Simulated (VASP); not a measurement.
# TePb (Fm-3m) in VASP: notebook

Aim: see how the results for TePb move with the level of theory and the settings. Levels: PBEsol, PBE. Tasks: single point.

Program: VASP 6.6.1. These are calculated values, not measurements. Logs are shortened: lines on timing, memory, paths and dates and some standing lists are left out, and cuts for length are marked.

## Step 1: The cell of the first run

It takes space group Fm-3m (No. 225, cubic). Conventional cell: a = 6.547 Å, b = 6.547 Å, c = 6.547 Å, α = 90.00°, β = 90.00°, γ = 90.00°. Within 4.3 Å of Pb (site symmetry m-3m) lie 6 Te at 3.27 Å. Within 4.3 Å of Te (site symmetry m-3m) lie 6 Pb at 3.27 Å.

## Step 2: Single point, PBEsol, non-collinear spin, zero start, spin-orbit coupling

INCAR reads:

```
SYSTEM = TePb
ALGO = Normal
EDIFF = 1E-6
ENCUT = 500
GGA = PS
GGA_COMPAT = .FALSE.
ISIF = 2
ISMEAR = -1
LASPH = .TRUE.
LCHARG = .FALSE.
LORBIT = 11
LORBMOM = .TRUE.
LREAL = .FALSE.
LSORBIT = .TRUE.
LWAVE = .FALSE.
MAGMOM = 0 0 0 0 0 0
NBANDS = 32
NELM = 200
PREC = Accurate
SIGMA = 0.05
```

KPOINTS reads:

```
k-points
0
G
  7 7 7
  0 0 0
```

POSCAR reads:

```
TePb
1.0
    0.0000000000      3.2735180337      3.2735180337
    3.2735180337      0.0000000000      3.2735180337
    3.2735180337      3.2735180337      0.0000000000
Pb Te
1 1
Direct
    0.0000000000      0.0000000000      0.0000000000
    0.5000000000      0.5000000000      0.5000000000
```

Potentials or basis: VASP PAW PBE potentials, release 64 (Pb_d, Te).

The run is started by

```sh
$ cat potpaw_PBE.64/Pb_d/POTCAR potpaw_PBE.64/Te/POTCAR > POTCAR
$ mpirun -np 1 vasp_ncl > vasp.out
```

OUTCAR:

```text
SYSTEM = TePb
   EDIFF = 1E-6
   ENCUT = 500
   GGA = PS
   ISIF = 2
   ISMEAR = -1
   LASPH = .TRUE.
   LORBIT = 11
   LREAL = .FALSE.
   LSORBIT = .TRUE.
   NELM = 200
   PREC = Accurate

 ion  position               nearest neighbor table
   1  0.000  0.000  0.000-   2 3.27   2 3.27   2 3.27   2 3.27   2 3.27   2 3.27
   2  0.500  0.500  0.500-   1 3.27   1 3.27   1 3.27   1 3.27   1 3.27   1 3.27

  LATTYP: Found a face centered cubic cell.
 ALAT       =     6.5470360674

  Lattice vectors:

 A1 = (   0.0000000000,   3.2735180337,   3.2735180337)
 A2 = (   3.2735180337,   0.0000000000,   3.2735180337)
 A3 = (   3.2735180337,   3.2735180337,   0.0000000000)

Analysis of symmetry for initial positions (statically):
=====================================================================
 Subroutine PRICEL returns:
 Original cell was already a primitive cell.

 Routine SETGRP: Setting up the symmetry group for a
 face centered cubic supercell.

 Subroutine GETGRP returns: Found 48 space group operations
[... 9 lines left out ...]

 Routine SETGRP: Setting up the symmetry group for a
 face centered cubic supercell.

 Subroutine GETGRP returns: Found 48 space group operations
 (whereof 48 operations were pure point group operations)
 out of a pool of 48 trial point group operations.

The dynamic configuration has the point symmetry O_h .

Analysis of structural, dynamic, and magnetic symmetry:
=====================================================================
 Subroutine PRICEL returns:
 Original cell was already a primitive cell.

 Routine SETGRP: Setting up the symmetry group for a
 face centered cubic supercell.

 Subroutine GETGRP returns: Found 48 space group operations
 (whereof 48 operations were pure point group operations)
 out of a pool of 48 trial point group operations.

The overall configuration has the point symmetry O_h .

 Subroutine INISYM returns: Found 48 space group operations
[... 5 lines left out ...]
                                     Primitive cell

  volume of cell :      70.1575

  direct lattice vectors                    reciprocal lattice vectors
     0.000000000  3.273518034  3.273518034    -0.152740872  0.152740872  0.152740872
     3.273518034  0.000000000  3.273518034     0.152740872 -0.152740872  0.152740872
     3.273518034  3.273518034  0.000000000     0.152740872  0.152740872 -0.152740872

  length of vectors
     4.629453600  4.629453600  4.629453600     0.264554951  0.264554951  0.264554951

[... 854 lines left out ...]
      0.00000      0.00000      0.00000        -0.000000     -0.000000      0.000000
      3.27352      3.27352      3.27352         0.000000      0.000000     -0.000000
 -----------------------------------------------------------------------------------
    total drift:                               -0.000000      0.000000      0.000000

  FREE ENERGIE OF THE ION-ELECTRON SYSTEM (eV)
  ---------------------------------------------------
  free  energy   TOTEN  =        -8.7725271576 eV

  energy  without entropy=       -8.7717679072  energy(sigma->0) =       -8.77214753

 orbital moment (x)

 # of ion     p       d       tot
 ----------------------------------------
  1         0.000  -0.000  -0.000
  2         0.000   0.000   0.000
 ----------------------------------------
            0.000  -0.000  -0.000

 orbital moment (y)

 # of ion     p       d       tot
 ----------------------------------------
  1         0.000   0.000   0.000
  2         0.000   0.000   0.000
 ----------------------------------------
            0.000   0.000   0.000

 orbital moment (z)

 # of ion     p       d       tot
 ----------------------------------------
  1         0.000   0.000   0.000
  2         0.000   0.000   0.000
 ----------------------------------------
            0.000   0.000   0.000

 Spin-Orbit-Coupling matrix elements

 Ion:    1  E_soc:     -0.9001842
 l=   1
     0.0000000    -0.0825983    -0.0825983
    -0.0825983     0.0000000    -0.0825983
    -0.0825983    -0.0825983     0.0000000
 l=   2
     0.0000000    -0.0134787     0.0000000    -0.0134787    -0.0539537
    -0.0134787     0.0000000    -0.0404653    -0.0134787    -0.0134884
     0.0000000    -0.0404653     0.0000000    -0.0404653     0.0000000
    -0.0134787    -0.0134787    -0.0404653     0.0000000    -0.0134884
    -0.0539537    -0.0134884     0.0000000    -0.0134884     0.0000000
 l=   3
     0.0000000     0.0000000     0.0000000     0.0000000     0.0000000     0.0000000     0.0000000
     0.0000000     0.0000000     0.0000000     0.0000000     0.0000000     0.0000000     0.0000000
     0.0000000     0.0000000     0.0000000     0.0000000     0.0000000     0.0000000     0.0000000
     0.0000000     0.0000000     0.0000000     0.0000000     0.0000000     0.0000000     0.0000000
     0.0000000     0.0000000     0.0000000     0.0000000     0.0000000     0.0000000     0.0000000
     0.0000000     0.0000000     0.0000000     0.0000000     0.0000000     0.0000000     0.0000000
     0.0000000     0.0000000     0.0000000     0.0000000     0.0000000     0.0000000     0.0000000

 Ion:    2  E_soc:     -0.2166628
 l=   1
     0.0000000    -0.0361448    -0.0361448
    -0.0361448     0.0000000    -0.0361448
    -0.0361448    -0.0361448     0.0000000
 l=   2
     0.0000000    -0.0000092     0.0000000    -0.0000092     0.0000436
    -0.0000092     0.0000000     0.0000327    -0.0000092     0.0000109
     0.0000000     0.0000327     0.0000000     0.0000327     0.0000000
    -0.0000092    -0.0000092     0.0000327     0.0000000     0.0000109
     0.0000436     0.0000109     0.0000000     0.0000109     0.0000000
 l=   3
     0.0000000     0.0000000     0.0000000     0.0000000     0.0000000     0.0000000     0.0000000
     0.0000000     0.0000000     0.0000000     0.0000000     0.0000000     0.0000000     0.0000000
     0.0000000     0.0000000     0.0000000     0.0000000     0.0000000     0.0000000     0.0000000
     0.0000000     0.0000000     0.0000000     0.0000000     0.0000000     0.0000000     0.0000000
     0.0000000     0.0000000     0.0000000     0.0000000     0.0000000     0.0000000     0.0000000
     0.0000000     0.0000000     0.0000000     0.0000000     0.0000000     0.0000000     0.0000000
     0.0000000     0.0000000     0.0000000     0.0000000     0.0000000     0.0000000     0.0000000

 total charge

# of ion       s       p       d       tot
------------------------------------------
    1        1.439   0.588   9.829  11.856
    2        1.380   1.962   0.017   3.358
--------------------------------------------------
tot          2.819   2.550   9.845  15.214

 magnetization (x)

# of ion       s       p       d       tot
------------------------------------------
    1        0.000  -0.000  -0.000  -0.000
    2        0.000   0.000  -0.000   0.000
--------------------------------------------------
tot          0.000  -0.000  -0.000  -0.000

 magnetization (y)

# of ion       s       p       d       tot
------------------------------------------
    1        0.000  -0.000   0.000  -0.000
    2       -0.000   0.000  -0.000  -0.000
--------------------------------------------------
tot         -0.000  -0.000  -0.000  -0.000

 magnetization (z)

# of ion       s       p       d       tot
------------------------------------------
    1        0.000   0.000   0.000   0.000
    2        0.000   0.000   0.000   0.000
--------------------------------------------------
tot          0.000   0.000   0.000   0.000
```

Wall time 49 s (1 thread of Intel Xeon 6975P-C (Granite Rapids), shared host); peak memory 0.4 GiB.

Results:

| Quantity | Value |
| --- | --- |
| Free energy | -8.7725 eV |
| Pressure | -2.0 GPa |
| Net moment | 0.00 μB per cell |
| Valence electrons inside the program's atomic spheres | Pb 11.86; Te 3.36 |

Moments on the atoms (μB; x, y, z):
```
Pb  0.00 0.00 0.00
Te  0.00 0.00 0.00
```

Caveat: this odd mesh misses L, where the gap lies, so gap, dielectric constants and Born charges aren't listed; the PAW data sets were made with another functional, which shifts forces and pressure a little.

## Step 3: Single point, PBEsol, non-collinear spin, zero start, spin-orbit coupling

This run uses another cell than the first one, of 35.75 Å³/atom, 1.019 times its volume.

INCAR reads:

```
  PREC = Accurate
  ENCUT = 500
  EDIFF = 1E-6
  ISMEAR = -1
  SIGMA = 0.05
  LREAL = F
  LASPH = T
  NELM = 200
  ALGO = Normal
  ISIF = 2
  LWAVE = F
  LCHARG = T
  MAGMOM = 0 0 0 0 0 0
  LORBIT = 11
  LSORBIT = T
  GGA_COMPAT = F
  LORBMOM = T
  GGA = PS
  LVHAR = T
  NBANDS = 32
```

KPOINTS reads:

```
Automatic mesh
0
Gamma
  7 7 7
```

POSCAR reads:

```
TePb
1.0
    0.0000000000      3.2943690292      3.2943690292
    3.2943690292      0.0000000000      3.2943690292
    3.2943690292      3.2943690292      0.0000000000
Pb Te
1 1
Direct
    0.0000000000      0.0000000000      0.0000000000
    0.5000000000      0.5000000000      0.5000000000
```

Potentials or basis: VASP PAW PBE potentials, release 64 (Pb_d, Te).

The run is started by

```sh
$ cat potpaw_PBE.64/Pb_d/POTCAR potpaw_PBE.64/Te/POTCAR > POTCAR
$ mpirun -np 1 vasp_ncl > vasp.out
```

Run time: 55 s. Hardware: 1 thread of Intel Xeon 6975P-C (Granite Rapids), shared host; peak memory 0.4 GiB.

The run converged. Its results:

| Item | Value |
| --- | --- |
| Free energy | -8.7531 eV |
| Pressure | -2.7 GPa |
| Net moment | 0.00 μB per cell |
| Valence electrons inside the program's atomic spheres | Pb 11.85; Te 3.35 |

Moments on the atoms (μB; x, y, z):
```
Pb  0.00 0.00 0.00
Te  0.00 0.00 0.00
```

Caveat: this odd mesh misses L, where the gap lies, so gap, dielectric constants and Born charges aren't listed; the PAW data sets were made with another functional, which shifts forces and pressure a little.

## Step 4: Single point, PBE

This run uses another cell than the first one, of 33.73 Å³/atom, 0.962 times its volume.

INCAR reads:

```
  PREC = Accurate
  ENCUT = 520
  EDIFF = 1E-7
  ISMEAR = 0
  SIGMA = 0.15
  LREAL = F
  LASPH = T
  NELM = 100
  ALGO = Normal
  ISIF = 2
  LWAVE = F
  LCHARG = T
  GGA = PE
  LELF = T
  LVHAR = T
  NBANDS = 17
```

KPOINTS is that of step 3.

POSCAR reads:

```
TePb
1.0
    0.0000000000      3.2310000000      3.2310000000
    3.2310000000      0.0000000000      3.2310000000
    3.2310000000      3.2310000000      0.0000000000
Pb Te
1 1
Direct
    0.0000000000      0.0000000000      0.0000000000
    0.5000000000      0.5000000000      0.5000000000
```

Potentials or basis: VASP PAW PBE potentials, release 64 (Pb_d, Te).

The run is started by

```sh
$ cat potpaw_PBE.64/Pb_d/POTCAR potpaw_PBE.64/Te/POTCAR > POTCAR
$ mpirun -np 1 vasp_std > vasp.out
```

OUTCAR:

```text
PREC = Accurate
   ENCUT = 520
   EDIFF = 1E-7
   ISMEAR = 0
   LREAL = F
   LASPH = T
   NELM = 100
   ISIF = 2
   GGA = PE

 ion  position               nearest neighbor table
   1  0.000  0.000  0.000-   2 3.23   2 3.23   2 3.23   2 3.23   2 3.23   2 3.23
   2  0.500  0.500  0.500-   1 3.23   1 3.23   1 3.23   1 3.23   1 3.23   1 3.23

  LATTYP: Found a face centered cubic cell.
 ALAT       =     6.4620000000

  Lattice vectors:
[... 579 lines left out ...]
     16      15.9319      0.00000
     17      16.4026      0.00000

------------------------ aborting loop because EDIFF is reached ----------------------------------------

  FORCE on cell =-STRESS in cart. coord.  units (eV):
  Direction    XX          YY          ZZ          XY          YZ          ZX
  --------------------------------------------------------------------------------------
  -------------------------------------------------------------------------------------
  Total        0.8731204      0.8731204      0.8731204      0.0000000      0.0000000     -0.0000000
  in kB       20.7369012     20.7369012     20.7369012      0.0000000      0.0000000     -0.0000000
  external PRESSURE =      20.7369012 kB  Pullay stress =       0.0000000 kB

 VOLUME and BASIS-vectors are now :
 -----------------------------------------------------------------------------
  energy-cutoff  :      520.00
  volume of cell :       67.46
      direct lattice vectors                 reciprocal lattice vectors
     0.000000000  3.231000000  3.231000000    -0.154750851  0.154750851  0.154750851
     3.231000000  0.000000000  3.231000000     0.154750851 -0.154750851  0.154750851
     3.231000000  3.231000000  0.000000000     0.154750851  0.154750851 -0.154750851

 POSITION                                       TOTAL-FORCE (eV/Angst)
 -----------------------------------------------------------------------------------
      0.00000      0.00000      0.00000         0.000000      0.000000     -0.000000
      3.23100      3.23100      3.23100         0.000000      0.000000      0.000000
 -----------------------------------------------------------------------------------
    total drift:                               -0.000000      0.000000      0.000000

  FREE ENERGIE OF THE ION-ELECTRON SYSTEM (eV)
  ---------------------------------------------------
  free  energy   TOTEN  =        -7.5025900797 eV

  energy  without entropy=       -7.5025900334  energy(sigma->0) =       -7.50259006
```

OSZICAR:

```text
N       E                     dE             d eps       ncg     rms          rms(c)
DAV:   1     0.148749960441E+03    0.14875E+03   -0.90739E+03   680   0.113E+03
DAV:   2     0.291866756801E+01   -0.14583E+03   -0.14165E+03   707   0.293E+02
DAV:   3    -0.733242470211E+01   -0.10251E+02   -0.10191E+02   875   0.832E+01
DAV:   4    -0.761080186763E+01   -0.27838E+00   -0.27819E+00   846   0.152E+01
DAV:   5    -0.762323338383E+01   -0.12432E-01   -0.12431E-01   961   0.284E+00    0.334E+00
DAV:   6    -0.750398951161E+01    0.11924E+00   -0.26213E-01   983   0.359E+00    0.207E+00
DAV:   7    -0.750079265835E+01    0.31969E-02   -0.82031E-02   818   0.138E+00    0.912E-01
DAV:   8    -0.750263299292E+01   -0.18403E-02   -0.93081E-03   824   0.970E-01    0.150E-01
DAV:   9    -0.750256298323E+01    0.70010E-04   -0.12406E-03  1035   0.371E-01    0.642E-02
DAV:  10    -0.750258460771E+01   -0.21624E-04   -0.15864E-04   838   0.979E-02    0.212E-02
DAV:  11    -0.750259101588E+01   -0.64082E-05   -0.46197E-05   884   0.548E-02    0.200E-02
DAV:  12    -0.750259078493E+01    0.23095E-06   -0.28770E-06   766   0.997E-03    0.139E-02
DAV:  13    -0.750258995594E+01    0.82899E-06   -0.92238E-07   862   0.717E-03    0.522E-03
DAV:  14    -0.750259005690E+01   -0.10096E-06   -0.45486E-07   832   0.541E-03    0.856E-04
DAV:  15    -0.750259007966E+01   -0.22767E-07   -0.58114E-08   428   0.149E-03
   1 F= -.75025901E+01 E0= -.75025901E+01  d E =-.462263E-07
```

stdout:

```text
POSCAR found type information on POSCAR PbTe
 POSCAR found :  2 types and       2 ions
 scaLAPACK will be used
 LDA part: xc-table for (Slater+PW92), standard interpolation
 POSCAR, INCAR and KPOINTS ok, starting setup
 FFT: planning ... GRIDC
 FFT: planning ... GRID_SOFT
 FFT: planning ... GRID
 WAVECAR not read
 entering main loop
```

Run time: 20 s. Hardware: 1 thread of AMD EPYC 9R45 (Zen 5), shared host; peak memory 0.18 GiB.

What came out:

| Quantity | Value |
| --- | --- |
| Free energy | -7.5026 eV |
| Pressure | 2.1 GPa |

Caveat: this odd mesh misses L, where the gap lies, so gap, dielectric constants and Born charges aren't listed; spin-orbit coupling is left out, which moves the levels of the heavy elements.

(Continued in part 2 of 2.)
